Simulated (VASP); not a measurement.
TiTe2:

```xyz
3
Lattice="3.7624 0.0000 0.0000 -1.8812 3.2583 0.0000 0.0000 0.0000 6.5485" Properties=species:S:1:pos:R:3 pbc="T T T"
Ti    0.0000    0.0000    0.0000
Te    0.0000    2.1722    1.7175
Te    1.8812    1.0861    4.8311
```

Base run:

| Property | Result |
| --- | --- |
| Program | VASP 6.6.1 |
| Functional | r2SCAN |
| Dispersion | D3(BJ) |
| Potentials or basis | VASP PAW PBE potentials, release 64 (Ti_sv, Te) |
| Cutoff | 520 eV |
| k mesh | 8 × 8 × 4 |
| Occupations | gaussian, width 0.05 eV |
| Spin | no spin polarisation |

Its results: band gap on the k mesh zero (band 12 reaches 7.24 eV, above the bottom of band 13 at 6.59 eV); pressure -0.3 GPa; largest force 0.218 eV/Å.

The run is repeated on the same cell with these changes: functional from r2SCAN to PBE. What comes out?

Band gap on the k mesh zero (band 12 reaches 7.22 eV, above the bottom of band 13 at 6.53 eV); pressure -2.0 GPa; largest force 0.013 eV/Å.

Caveats: spin-orbit coupling is left out, which moves the levels of the heavy elements; three body term missing (some runs); the PAW data sets were made with another functional, which shifts forces and pressure a little (some runs).
